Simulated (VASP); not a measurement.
# InSe (R3m) in VASP: settings compared

The runs below take InSe through single point, with PBEsol, r2SCAN.

All numbers are computed with VASP 6.6.1; they aren't measurements. Logs are shortened: lines on timing, memory, paths and dates and some standing lists are left out, and cuts for length are marked.

### Step 1. The cell of the first run

Symmetry: R3m, No. 160, trigonal system. Conventional cell: a = 4.000 Å, b = 4.000 Å, c = 25.320 Å, α = 90.00°, β = 90.00°, γ = 120.00°. Within 3.5 Å of In (site symmetry 3m) lie 3 Se at 2.64 Å and 1 In at 2.82 Å. Within 3.5 Å of In (site symmetry 3m) lie 3 Se at 2.63 Å and 1 In at 2.82 Å. Se (site symmetry 3m) has 3 In at 2.64 Å within 3.5 Å. Se (site symmetry 3m) has 3 In at 2.63 Å within 3.5 Å.

### Step 2. Single point, PBEsol

INCAR

```
SYSTEM = InSe
PREC = Accurate ; ENCUT = 520
EDIFF = 1E-7 ; ISMEAR = 0
SIGMA = 0.01 ; LREAL = .FALSE.
LASPH = .TRUE. ; NELM = 60
ALGO = Normal ; ISIF = 2
LWAVE = .FALSE. ; LCHARG = .FALSE.
GGA = PS ; NBANDS = 27
```

KPOINTS

```
regular mesh
0
G
  4 4 4
  0 0 0
```

POSCAR

```
InSe
1.0
    2.0000000000      1.1547010000      8.4400000000
   -2.0000000000      1.1547010000      8.4400000000
    0.0000000000     -2.3094010000      8.4400000000
In Se
2 2
Direct
    0.0000000000      0.0000000000      0.0000000000
    0.1114000000      0.1114000000      0.1114000000
    0.6165000000      0.6165000000      0.6165000000
    0.8281000000      0.8281000000      0.8281000000
```

Potentials or basis: VASP PAW PBE potentials, release 64 (In_d, Se).

Command:

```console
$ cat potpaw_PBE.64/In_d/POTCAR potpaw_PBE.64/Se/POTCAR > POTCAR
$ mpirun -np 1 vasp_std > vasp.out
```

OUTCAR:

```text
SYSTEM = InSe
   PREC = Accurate
   ENCUT = 520
   EDIFF = 1E-7
   ISMEAR = 0
   LREAL = .FALSE.
   LASPH = .TRUE.
   NELM = 60
   ISIF = 2
   GGA = PS

 ion  position               nearest neighbor table
   1  0.000  0.000  0.000-   3 2.64   3 2.64   3 2.64   2 2.82
   2  0.111  0.111  0.111-   4 2.63   4 2.63   4 2.63   1 2.82
   3  0.617  0.617  0.617-   1 2.64   1 2.64   1 2.64
   4  0.828  0.828  0.828-   2 2.63   2 2.63   2 2.63

  LATTYP: Found a trigonal (rhomboedric) cell.
 ALAT       =     8.7502533906
 COS(alpha) =     0.8955162373

  Lattice vectors:

 A1 = (   2.0000000000,   1.1547010000,   8.4400000000)
 A2 = (  -2.0000000000,   1.1547010000,   8.4400000000)
 A3 = (   0.0000000000,  -2.3094010000,   8.4400000000)

Analysis of symmetry for initial positions (statically):
=====================================================================
 Subroutine PRICEL returns:
 Original cell was already a primitive cell.

 Routine SETGRP: Setting up the symmetry group for a
 trigonal (rhombohedral) supercell.

 Subroutine GETGRP returns: Found  6 space group operations
 (whereof  6 operations were pure point group operations)
 out of a pool of 12 trial point group operations.

The static configuration has the point symmetry C_3v.

Analysis of symmetry for dynamics (positions and initial velocities):
=====================================================================
 Subroutine PRICEL returns:
 Original cell was already a primitive cell.

 Routine SETGRP: Setting up the symmetry group for a
 trigonal (rhombohedral) supercell.

 Subroutine GETGRP returns: Found  6 space group operations
 (whereof  6 operations were pure point group operations)
 out of a pool of 12 trial point group operations.

The dynamic configuration has the point symmetry C_3v.

 Subroutine INISYM returns: Found  6 space group operations
 (whereof  6 operations are pure point group operations),
 and found     1 'primitive' translations

----------------------------------------------------------------------------------------

                                     Primitive cell

  volume of cell :     116.9481

  direct lattice vectors                    reciprocal lattice vectors
     2.000000000  1.154701000  8.440000000     0.250000000  0.144337551  0.039494465
    -2.000000000  1.154701000  8.440000000    -0.250000000  0.144337551  0.039494465
     0.000000000 -2.309401000  8.440000000     0.000000000 -0.288675103  0.039494482

  length of vectors
     8.750253391  8.750253391  8.750253309     0.291364276  0.291364276  0.291364255

  position of ions in fractional coordinates (direct lattice)
     0.000000000  0.000000000  0.000000000
     0.111400000  0.111400000  0.111400000
     0.616500000  0.616500000  0.616500000
     0.828100000  0.828100000  0.828100000

  ion indices of the primitive-cell ions
   primitive index   ion index
                 1           1
                 2           2
                 3           3
                 4           4

----------------------------------------------------------------------------------------

 KPOINTS: regular mesh

Automatic generation of k-mesh.
 Grid dimensions read from file:
 generate k-points for:    4    4    4

 Generating k-lattice:

  Cartesian coordinates                     Fractional coordinates (reciprocal lattice)
     0.062500000  0.036084388  0.009873616     0.250000000  0.000000000  0.000000000
    -0.062500000  0.036084388  0.009873616     0.000000000  0.250000000  0.000000000
     0.000000000 -0.072168776  0.009873621     0.000000000  0.000000000  0.250000000

  Length of vectors
     0.072841069  0.072841069  0.072841064

  Shift w.r.t. Gamma in fractional coordinates (k-lattice)
     0.000000000  0.000000000  0.000000000

 Subroutine IBZKPT returns following result:
 ===========================================

 Found     13 irreducible k-points:

 Following reciprocal coordinates:
            Coordinates               Weight
  0.000000  0.000000  0.000000      1.000000
  0.250000  0.000000  0.000000      6.000000
  0.500000  0.000000  0.000000      3.000000
  0.250000  0.250000  0.000000      6.000000
  0.500000  0.250000  0.000000     12.000000
 -0.250000  0.250000  0.000000      6.000000
  0.500000  0.500000  0.000000      3.000000
  0.250000  0.250000  0.250000      2.000000
  0.500000  0.250000  0.250000      6.000000
 -0.250000  0.250000  0.250000      6.000000
  0.500000  0.500000  0.250000      6.000000
 -0.250000  0.500000  0.250000      6.000000
  0.500000  0.500000  0.500000      1.000000
   k-points           NKPTS =     13   k-points in BZ     NKDIM =     13   number of bands    NBANDS=     27
   number of dos      NEDOS =    301   number of ions     NIONS =      4
   total plane-waves  NPLWV = 343000
   dimension x,y,z NGX =    70 NGY =   70 NGZ =   70
   dimension x,y,z NGXF=   140 NGYF=  140 NGZF=  140
   ions per type =               2   2
   NGX,Y,Z   is equivalent  to a cutoff of  13.30, 13.30, 13.30 a.u.
   NGXF,Y,Z  is equivalent  to a cutoff of  26.60, 26.60, 26.60 a.u.
 SYSTEM =  InSe
   PREC   = accura    normal or accurate (medium, high low for compatibility)
   ISTART =      0    job   : 0-new  1-cont  2-samecut
   ICHARG =      2    charge: 1-file 2-atom 10-const
   ISPIN  =      1    spin polarized calculation?
   LNONCOLLINEAR =      F non collinear calculations
   LSORBIT =      F    spin-orbit coupling
   LASPH  =      T    aspherical Exc in radial PAW
   ENCUT  =  520.0 eV  38.22 Ry    6.18 a.u.  16.27 16.27 16.27*2*pi/ulx,y,z
   NELM   =     60;   NELMIN=  2; NELMDL= -5     # of ELM steps
   EDIFF  = 0.1E-06   stopping-criterion for ELM
   LREAL  =      F    real-space projection
   EDIFFG = 0.1E-05   stopping-criterion for IOM
   NSW    =      0    number of steps for IOM
   IBRION =     -1    ionic relax: 0-MD 1-quasi-New 2-CG
   NFREE  =      0    steps in history (QN), initial steepest desc. (CG)
   ISIF   =      2    stress and relaxation
   ISYM   =      2    0-nonsym 1-usesym 2-fastsym
   POTIM  = 0.5000    time-step for ionic-motion
   TEBEG  =    0.0;   TEEND  =   0.0 temperature during run
   PSTRESS=    0.0 pullay stress
   NELECT =      38.0000    total number of electrons
   NUPDOWN=      -1.0000    fix difference up-down
   EMIN   =  10.00;   EMAX   =-10.00  energy-range for DOS
   EFERMI =   0.00;   METHOD = LEGACY
   ISMEAR =     0;   SIGMA  =   0.01  broadening in eV -4-tet -1-fermi 0-gaus
   EFERMI_NEDOS =   21; number of points for ismear=-14 and -15
   IALGO  =     38    algorithm
   IMIX   =      4    mixing-type and parameters
     AMIX     =   0.40;   BMIX     =  1.00
     AMIX_MAG =   1.60;   BMIX_MAG =  1.00
  volume/ion in A,a.u.               =      29.24       197.30
  Fermi-wavevector in a.u.,A,eV,Ry     =   1.125481  2.126851 17.234614  1.266708
  Thomas-Fermi vector in A             =   2.262159
   LORBIT       =      0    0 simple, 1 ext, 2 COOP (PROOUT), +10 PAW based schemes
   GGA     = PS    functional components
   LHFCALC =     F    Hartree Fock is set to
   AEXX    =    0.0000 exact exchange contribution
   IVDW    =     0    specifies the selected vdW correction
   LEPSILON=     F    determine dielectric tensor
   LRPA    =     F    only Hartree local field effects (RPA)
 non-spin polarized calculation
 Gauss-broadening in eV      SIGMA  =   0.01
  energy-cutoff  :      520.00
  volume of cell :      116.95
 maximum number of plane-waves:      3176
 NGX is ok and might be reduce to    70
   NGX = 33   NGY = 33   NGZ = 33

 number of electron      37.9999998 magnetization

 Free energy of the ion-electron system (eV)
  ---------------------------------------------------
  ext. energy  EPLUGINS =         0.00000000
  ---------------------------------------------------
  free energy    TOTEN  =       -15.51217819 eV

  energy without entropy =      -15.51217819  energy(sigma->0) =      -15.51217819

 E-fermi :   4.0812     XC(G=0):  -9.0919

 val. band max:        3.9884798635   @ k =   0.5000   0.5000   0.5000
 cond. band min:       4.3143489898   @ k =   0.5000   0.5000   0.5000
 fundamental gap:      0.3258691263
 Fermi energy:         4.0812374796

 k-point     1 :       0.0000    0.0000    0.0000
  band No.  band energies     occupation
      1     -10.7479      2.00000
      2     -10.5733      2.00000
      3     -10.5733      2.00000
      4     -10.4994      2.00000
      5     -10.4994      2.00000
      6     -10.4768      2.00000
[... 19 lines left out ...]
     26       9.4029      0.00000
     27      11.3915      0.00000

 k-point     2 :       0.2500    0.0000    0.0000
  band No.  band energies     occupation
      1     -10.8154      2.00000
      2     -10.6971      2.00000
      3     -10.6803      2.00000
      4     -10.5653      2.00000
      5     -10.4915      2.00000
      6     -10.4604      2.00000
[... 19 lines left out ...]
     26      10.3292      0.00000
     27      10.6103      0.00000

 k-point     3 :       0.5000    0.0000    0.0000
  band No.  band energies     occupation
      1     -10.9240      2.00000
      2     -10.8237      2.00000
      3     -10.6769      2.00000
      4     -10.5658      2.00000
      5     -10.5058      2.00000
      6     -10.4227      2.00000
[... 19 lines left out ...]
     26      10.3299      0.00000
     27      10.8727      0.00000

 k-point     4 :       0.2500    0.2500    0.0000
  band No.  band energies     occupation
      1     -10.8129      2.00000
      2     -10.7012      2.00000
      3     -10.6788      2.00000
      4     -10.5656      2.00000
      5     -10.4914      2.00000
      6     -10.4603      2.00000
[... 19 lines left out ...]
     26      10.4062      0.00000
     27      10.6336      0.00000
[... 186 lines left out ...]
      4     -10.5657      2.00000
      5     -10.4914      2.00000
      6     -10.4602      2.00000
[... 19 lines left out ...]
     26      10.5393      0.00000
     27      10.9378      0.00000

 k-point    12 :      -0.2500    0.5000    0.2500
  band No.  band energies     occupation
      1     -10.8998      2.00000
      2     -10.8216      2.00000
      3     -10.6764      2.00000
      4     -10.5816      2.00000
      5     -10.4861      2.00000
      6     -10.4384      2.00000
[... 19 lines left out ...]
     26      10.6443      0.00000
     27      10.9971      0.00000

 k-point    13 :       0.5000    0.5000    0.5000
  band No.  band energies     occupation
      1     -10.7475      2.00000
      2     -10.5735      2.00000
      3     -10.5735      2.00000
      4     -10.4993      2.00000
      5     -10.4993      2.00000
      6     -10.4768      2.00000
[... 19 lines left out ...]
     26       9.5728      0.00000
     27      11.8601      0.00000

------------------------ aborting loop because EDIFF is reached ----------------------------------------

  FORCE on cell =-STRESS in cart. coord.  units (eV):
  Direction    XX          YY          ZZ          XY          YZ          ZX
  --------------------------------------------------------------------------------------
  -------------------------------------------------------------------------------------
  Total        0.6960519      0.6960521     -0.3842677      0.0000000     -0.0000000      0.0000000
  in kB        9.5358437      9.5358459     -5.2644298      0.0000000     -0.0000002      0.0000000
  external PRESSURE =       4.6024199 kB  Pullay stress =       0.0000000 kB

 VOLUME and BASIS-vectors are now :
 -----------------------------------------------------------------------------
  energy-cutoff  :      520.00
  volume of cell :      116.95
      direct lattice vectors                 reciprocal lattice vectors
     2.000000000  1.154701000  8.440000000     0.250000000  0.144337551  0.039494465
    -2.000000000  1.154701000  8.440000000    -0.250000000  0.144337551  0.039494465
     0.000000000 -2.309401000  8.440000000     0.000000000 -0.288675103  0.039494482

 POSITION                                       TOTAL-FORCE (eV/Angst)
 -----------------------------------------------------------------------------------
      0.00000      0.00000      0.00000         0.000000      0.000000      0.289830
      0.00000      0.00000      2.82065         0.000000     -0.000000     -0.306698
      0.00000      0.00000     15.60978         0.000000     -0.000000     -0.096423
      0.00000      0.00000     20.96749         0.000000      0.000000      0.113291
 -----------------------------------------------------------------------------------
    total drift:                               -0.000000     -0.000005     -0.000383

  FREE ENERGIE OF THE ION-ELECTRON SYSTEM (eV)
  ---------------------------------------------------
  free  energy   TOTEN  =       -15.5121781937 eV

  energy  without entropy=      -15.5121781937  energy(sigma->0) =      -15.51217819
```

Wall time 4.7 min (1 thread of AMD EPYC 7R13 (Zen 3), shared host); peak memory 0.6 GiB.

Results:

```
Free energy            : -15.5122 eV
Pressure               : 0.5 GPa
Largest force          : 0.307 eV/Å
Band gap on the k mesh : 0.33 eV, direct
```

Forces in eV/Å, atoms in the order of the input:
```
In   0.000  0.000  0.290
In   0.000  0.000 -0.307
Se   0.000  0.000 -0.096
Se   0.000  0.000  0.113
```

Caveat: the k points lie up to 0.46 Å⁻¹ apart; the PAW data sets were made with another functional, which shifts forces and pressure a little; spin-orbit coupling is left out, which moves the levels of the heavy elements.

### Step 3. Single point, r2SCAN

POSCAR is that of step 2.

INCAR.step1

```
ALGO = Normal ; EDIFF = 1E-4
ENCUT = 520 ; GGA = PE
ISMEAR = 0 ; LASPH = T
LCHARG = F ; LREAL = F
LWAVE = T ; NBANDS = 27
NELM = 100 ; PREC = Accurate
SIGMA = 0.01
```

INCAR.step2

```
ALGO = Normal ; EDIFF = 1E-6
ENCUT = 520 ; ISIF = 2
ISMEAR = 0 ; ISTART = 1
LASPH = T ; LCHARG = F
LMIXTAU = T ; LREAL = F
LWAVE = F ; METAGGA = R2SCAN
NBANDS = 27 ; NELM = 100
PREC = Accurate ; SIGMA = 0.01
```

KPOINTS

```
k-points
0
Gamma
  4 4 4
```

Potentials or basis: VASP PAW PBE potentials, release 64 (In_d, Se).

Command:

```console
$ cat potpaw_PBE.64/In_d/POTCAR potpaw_PBE.64/Se/POTCAR > POTCAR
$ cp INCAR.step1 INCAR
$ mpirun -np 1 vasp_std > vasp.out
$ cp INCAR.step2 INCAR
$ mpirun -np 1 vasp_std > vasp.out
```

OUTCAR:

```text
EDIFF = 1E-6
   ENCUT = 520
   ISIF = 2
   ISMEAR = 0
   ISTART = 1
   LASPH = T
   LREAL = F
   METAGGA = R2SCAN
   NELM = 100
   PREC = Accurate

 ion  position               nearest neighbor table
   1  0.000  0.000  0.000-   3 2.64   3 2.64   3 2.64   2 2.82
   2  0.111  0.111  0.111-   4 2.63   4 2.63   4 2.63   1 2.82
   3  0.617  0.617  0.617-   1 2.64   1 2.64   1 2.64
   4  0.828  0.828  0.828-   2 2.63   2 2.63   2 2.63

  LATTYP: Found a trigonal (rhomboedric) cell.
[... 576 lines left out ...]
  Direction    XX          YY          ZZ          XY          YZ          ZX
  --------------------------------------------------------------------------------------
  -------------------------------------------------------------------------------------
  Total        1.2793374      1.2793377      0.1924702     -0.0000000      0.0000000      0.0000000
  in kB       17.5267978     17.5268017      2.6368227     -0.0000000      0.0000001      0.0000000
  external PRESSURE =      12.5634740 kB  Pullay stress =       0.0000000 kB

 VOLUME and BASIS-vectors are now :
 -----------------------------------------------------------------------------
  energy-cutoff  :      520.00
  volume of cell :      116.95
      direct lattice vectors                 reciprocal lattice vectors
     2.000000000  1.154701000  8.440000000     0.250000000  0.144337551  0.039494465
    -2.000000000  1.154701000  8.440000000    -0.250000000  0.144337551  0.039494465
     0.000000000 -2.309401000  8.440000000     0.000000000 -0.288675103  0.039494482

 POSITION                                       TOTAL-FORCE (eV/Angst)
 -----------------------------------------------------------------------------------
      0.00000      0.00000      0.00000         0.000000      0.000000      0.227504
      0.00000      0.00000      2.82065         0.000000     -0.000000     -0.243341
      0.00000      0.00000     15.60978         0.000000     -0.000000     -0.036907
      0.00000      0.00000     20.96749         0.000000      0.000000      0.052744
 -----------------------------------------------------------------------------------
    total drift:                               -0.000000     -0.000005      0.000132

  FREE ENERGIE OF THE ION-ELECTRON SYSTEM (eV)
  ---------------------------------------------------
  free  energy   TOTEN  =       -76.3907235101 eV

  energy  without entropy=      -76.3907235101  energy(sigma->0) =      -76.39072351
```

It took 19 min on 1 thread of AMD EPYC 7R13 (Zen 3), shared host; peak memory 0.74 GiB.

What came out:

* Free energy: -76.3907 eV
* Pressure: 1.3 GPa
* Largest force: 0.243 eV/Å
* Band gap on the k mesh: 0.85 eV, direct

Forces on the atoms (eV/Å):
```
In   0.000  0.000  0.228
In   0.000  0.000 -0.243
Se   0.000  0.000 -0.037
Se   0.000  0.000  0.053
```

Levels at points of the mesh, in eV from the valence-band top:
| k point | band 17 | band 18 | band 19 | band 20 | band 21 | band 22 |
| --- | --- | --- | --- | --- | --- | --- |
| (0.00, 0.00, 0.00) | -1.37 | -1.28 | -1.28 | 2.05 | 2.57 | 4.73 |
| (0.50, 0.00, 0.00) | -2.43 | -2.33 | -1.72 | 1.48 | 2.29 | 4.00 |
| (0.50, 0.50, 0.00) | -2.60 | -2.14 | -1.55 | 1.50 | 2.25 | 3.66 |
| (0.50, 0.50, 0.50) | -1.20 | -1.20 | 0.00 | 0.85 | 2.62 | 4.65 |

Caveat: the k points lie up to 0.46 Å⁻¹ apart; the PAW data sets were made with another functional, which shifts forces and pressure a little; spin-orbit coupling is left out, which moves the levels of the heavy elements.
